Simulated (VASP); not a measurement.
The system is BiTe.

```xyz
2
Lattice="3.9800 0.0000 0.0000 0.0000 3.9800 0.0000 0.0000 0.0000 3.9800" Properties=species:S:1:pos:R:3 pbc="T T T"
Bi    0.0000    0.0000    0.0000
Te    1.9900    1.9900    1.9900
```

| Property | Result |
| --- | --- |
| Program | VASP 6.6.1 |
| Task | relaxation of cell and atoms |
| Functional | LDA |
| Potentials or basis | VASP PAW LDA potentials, release 64 (Bi_d, Te) |
| Cutoff | 600 eV |
| k mesh | 6 × 6 × 6 |
| Occupations | fermi-dirac, width 0.05 eV |
| Spin | no spin polarisation |

At the start: pressure -5.9 GPa; volume 31.52 Å³/atom.

Task: Where does the relaxation end?

Result: Over 3 steps the energy falls by 68.7 meV/atom and the volume is 28.18 Å³/atom (-10.6 %); space group Pm-3m (No. 221, to 0.1 Å) before and after.

Step by step:
```csv
step,energy change (eV),largest force (eV/Å),pressure (GPa),volume (Å³)
1,0.0000,0.0000,-5.94,63.04
2,-0.0899,0.0000,4.79,52.98
3,-0.1374,0.0000,-0.02,56.37
```

Final structure:
```yaml
crystal:
  lattice:
    - [3.83420, 0.00000, 0.00000]
    - [0.00000, 3.83420, 0.00000]
    - [0.00000, 0.00000, 3.83420]
  atoms:
    - { symbol: Bi, position: [0.00000, 0.00000, 0.00000] }
    - { symbol: Te, position: [0.50000, 0.50000, 0.50000] }
```
